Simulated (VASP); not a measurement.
A run of VASP 6.6.1 is set up as follows.

Contents of INCAR:

```
PREC = Accurate
ENCUT = 520
EDIFF = 1E-6
ISMEAR = 0
SIGMA = 0.15
LREAL = False
LASPH = True
NELM = 60
ALGO = Normal
ISIF = 2
LWAVE = False
LCHARG = False
GGA = CA
NBANDS = 14
```

KPOINTS

```
Automatic mesh
0
Gamma
  16 16 16
```

File POSCAR:

```
ZrB
1.0
    0.0000000000      2.4153850465      2.5040296777
    2.4153850465      0.0000000000      2.5040296777
    2.4153850465      2.4153850465      0.0000000000
Zr B
1 1
Direct
    0.0000000000      0.0000000000      0.0000000000
    0.5000000000      0.5000000000      0.5000000000
```

Potentials or basis: VASP PAW LDA potentials, release 64 (Zr_sv, B).

Command:

```console
$ cat potpaw_LDA.64/Zr_sv/POTCAR potpaw_LDA.64/B/POTCAR > POTCAR
$ mpirun -np 1 vasp_std > vasp.out
```

Question: Predict the pressure.

Answer: -5.3 GPa.

Stress tensor (GPa, compression positive):
```
 -1.82   0.00   0.00
  0.00  -1.82   0.00
  0.00   0.00 -12.18
```

Caveat: the cell differs from its parent crystal (normal strain along x +0.0000, normal strain along z +0.0367).
